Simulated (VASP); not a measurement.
Set up this calculation in VASP 6.6.1, as the native input.

- Task: single point
- Functional: r2SCAN
- Potentials or basis: VASP PAW PBE potentials, release 64 (Mg_sv, B)
- Cutoff: 750 eV
- k mesh: 10 × 10 × 8
- Occupations: fermi-dirac, width 0.05 eV
- Spin: no spin polarisation
- Dipole correction: no
- Further INCAR settings: ALGO = Normal; EDIFF = 1e-06; NBANDS = 15

MgB2:

```
Mg B
1.0
     3.07304    0.00000    0.00000
    -1.53652    2.66133    0.00000
     0.00000    0.00000    3.49942
Mg B
1 2
Direct
  0.00000 0.00000 0.00000
  0.66667 0.33333 0.50000
  0.33333 0.66667 0.50000
```

These files were run (other wordings do the same):

POSCAR

```
MgB2
1.0
    3.0730417738      0.0000000000      0.0000000000
   -1.5365208869      2.6613322430      0.0000000000
    0.0000000000      0.0000000000      3.4994167591
Mg B
1 2
Direct
    0.0000000000      0.0000000000      0.0000000000
    0.6666666667      0.3333333333      0.5000000000
    0.3333333333      0.6666666667      0.5000000000
```

INCAR.step1

```
SYSTEM = MgB2
PREC = Accurate
ENCUT = 750
ISMEAR = -1
SIGMA = 0.05
LREAL = .False.
LASPH = .True.
NELM = 120
NBANDS = 15
GGA = PE
ALGO = Normal
EDIFF = 1E-5
LWAVE = .True.
LCHARG = .False.
GGA_COMPAT = .False.
```

INCAR.step2

```
SYSTEM = MgB2
PREC = Accurate
ENCUT = 750
EDIFF = 1E-6
ISMEAR = -1
SIGMA = 0.05
LREAL = .False.
LASPH = .True.
NELM = 120
ALGO = Normal
ISIF = 2
LWAVE = .False.
LCHARG = .False.
METAGGA = R2SCAN
LMIXTAU = .True.
NBANDS = 15
ISTART = 1
GGA_COMPAT = .False.
```

KPOINTS

```
regular mesh
0
Gamma
  10 10 8
  0 0 0
```

Potentials or basis: VASP PAW PBE potentials, release 64 (Mg_sv, B).

Command:

```bash
$ cat potpaw_PBE.64/Mg_sv/POTCAR potpaw_PBE.64/B/POTCAR > POTCAR
$ cp INCAR.step1 INCAR
$ mpirun -np 1 vasp_std > vasp.out
$ cp INCAR.step2 INCAR
$ mpirun -np 1 vasp_std > vasp.out
```

It gave:

```
Pressure               : -0.1 GPa
Band gap on the k mesh : zero (bands 8 and 9 overlap by 2.59 eV)
```

Caveat: the PAW data sets were made with another functional, which shifts forces and pressure a little.

Wall time 4.6 min on 1 thread of Intel(R) Xeon(R) Platinum 8375C CPU @ 2.90GHz (Ice Lake) (shared host), peak memory 0.19 GiB.
